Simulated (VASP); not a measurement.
# Si2Mo: single point with PBEsol

Crystal: Si2Mo.

```
Si Mo
1.0
     4.57444    0.00000    0.00000
    -2.28722    3.96158    0.00000
     0.00000    0.00000    6.56656
Si Mo
6 3
Cartesian
  -1.1175 3.2862 5.4721
  1.0832 0.6254 1.0944
  2.2872 2.7109 3.2833
  3.4913 0.6254 5.4721
  1.1175 3.2862 1.0944
  0.0000 1.3507 3.2833
  2.2872 0.0316 3.2833
  -1.1710 1.9650 1.0944
  1.1710 1.9650 5.4721
```

This cell differs from its parent crystal: atoms displaced along a vibrational mode.

```
Program                : VASP 6.6.1
Task                   : single point
Functional             : PBEsol
Potentials or basis    : VASP PAW PBE potentials, release 64 (Si, Mo_sv)
Cutoff                 : 520 eV
k mesh                 : 12 × 12 × 6
Occupations            : gaussian, width 0.15 eV
Spin                   : no spin polarisation
Dipole correction      : no
Further INCAR settings : ALGO = Normal; EDIFF = 1e-06; NBANDS = 43
```

```yaml
Pressure: 0.4 GPa
Largest_force: 0.413 eV/Å
Band_gap_on_the_k_mesh: 0.03 eV (least direct gap 0.53 eV)
```

Forces on the atoms (eV/Å):
```
Si  -0.170  0.098  0.000
Si   0.165  0.095  0.000
Si   0.000 -0.190  0.000
Si  -0.165  0.095  0.000
Si   0.170  0.098  0.000
Si   0.000 -0.196  0.000
Mo   0.000 -0.413  0.000
Mo   0.357  0.206  0.000
Mo  -0.357  0.206  0.000
```

Stress tensor (GPa, compression positive):
```
0.37 0.00 0.00
0.00 0.37 0.00
0.00 0.00 0.47
```

Levels at points of the mesh, in eV from the valence-band top:
```
           k point  band 29  band 30  band 31  band 32  band 33  band 34  band 35  band 36  band 37  band 38
(0.00, 0.00, 0.00)    -3.05    -3.05    -2.73    -2.14    -0.83     1.98     2.36     2.36     2.37     2.63
(0.50, 0.00, 0.00)    -2.35    -2.20    -1.60    -1.06    -0.67     0.03     0.68     0.85     1.32     1.94
(0.00, 0.00, 0.50)    -2.34    -2.34    -2.09    -0.74    -0.74     1.86     2.25     2.25     2.27     2.56
(0.50, 0.00, 0.50)    -3.01    -2.70    -2.02    -1.25     0.00     0.53     1.05     1.32     1.38     1.67
```

It took 5.2 min on 1 thread of Intel(R) Xeon(R) Platinum 8488C (Sapphire Rapids), with other jobs on the host, peak memory 0.5 GiB.

Caveat: the cell differs from its parent crystal (atoms displaced along a vibrational mode); the PAW data sets were made with another functional, which shifts forces and pressure a little. A k mesh can miss the band edges.
